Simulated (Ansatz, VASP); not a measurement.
## One calculation of CdSe, two programs

File POSCAR:

```
CdSe
1.0
    0.0000000000      3.0041824925      3.0041824925
    3.0041824925      0.0000000000      3.0041824925
    3.0041824925      3.0041824925      0.0000000000
Cd Se
1 1
Direct
    0.0000000000      0.0000000000      0.0000000000
    0.7500000000      0.7500000000      0.7500000000
```

The input INCAR.step1:

```
SYSTEM = CdSe
PREC = Accurate ; ENCUT = 520
ISMEAR = 0 ; SIGMA = 0.02
LREAL = .False. ; LASPH = .True.
NELM = 80 ; NBANDS = 16
GGA = PE ; ALGO = Normal
EDIFF = 1E-4 ; LWAVE = .True.
LCHARG = .False.
```

INCAR.step2

```
SYSTEM = CdSe
PREC = Accurate ; ENCUT = 520
EDIFF = 1E-6 ; ISMEAR = 0
SIGMA = 0.02 ; LREAL = .False.
LASPH = .True. ; NELM = 80
ALGO = Normal ; ISIF = 2
LWAVE = .False. ; LCHARG = .True.
METAGGA = R2SCAN ; LMIXTAU = .True.
LELF = .True. ; LVHAR = .True.
NBANDS = 16 ; ISTART = 1
```

KPOINTS

```
regular mesh
0
Gamma
  8 8 8
  0 0 0
```

Input for Ansatz:

```yaml
crystal:
  lattice:
    - [0.0, 3.0041824925, 3.0041824925]
    - [3.0041824925, 0.0, 3.0041824925]
    - [3.0041824925, 3.0041824925, 0.0]
  atoms:
    - { symbol: Cd, position: [0.0, 0.0, 0.0] }
    - { symbol: Se, position: [0.75, 0.75, 0.75] }
basis:
  ecutwfc: 500
kpoints:
  mp_grid: { grid: [8, 8, 8] }
hamiltonian:
  xc: r2scan
scf:
  occupations: { method: gaussian, width: 0.02 }
output:
  forces: true
  stress: true
  eigenvalues: true
```

Alike in both runs: task single point; functional r2SCAN; k mesh 8 × 8 × 8; occupations gaussian, width 0.02 eV; no spin polarisation.

|  | VASP | Ansatz |
| --- | --- | --- |
| version | VASP 6.6.1 | Ansatz 0.2.0 |
| potentials or method | VASP PAW PBE potentials, release 64 (Cd, Se), cutoff 520 eV | scalar-relativistic, plane waves, PAW |
| valence electrons in the cell | 18 | 36 |

|  | VASP | Ansatz | Ansatz less VASP |
| --- | --- | --- | --- |
| gap on the k mesh at the Fermi level (eV) | 1.17 | 1.18 | +0.008 |
| least direct gap on the mesh (eV) | 1.17 | 1.18 | +0.008 |
| pressure (GPa) | 4.0 | 3.7 | -0.32 |

VASP's potentials were made for PBE, not for r2SCAN. With one functional, cell and mesh, what is left measures potentials, basis and numerics. VASP's potentials hold 18 valence electrons a cell and Ansatz's 36, so a difference there can come from the potentials and not from the codes.
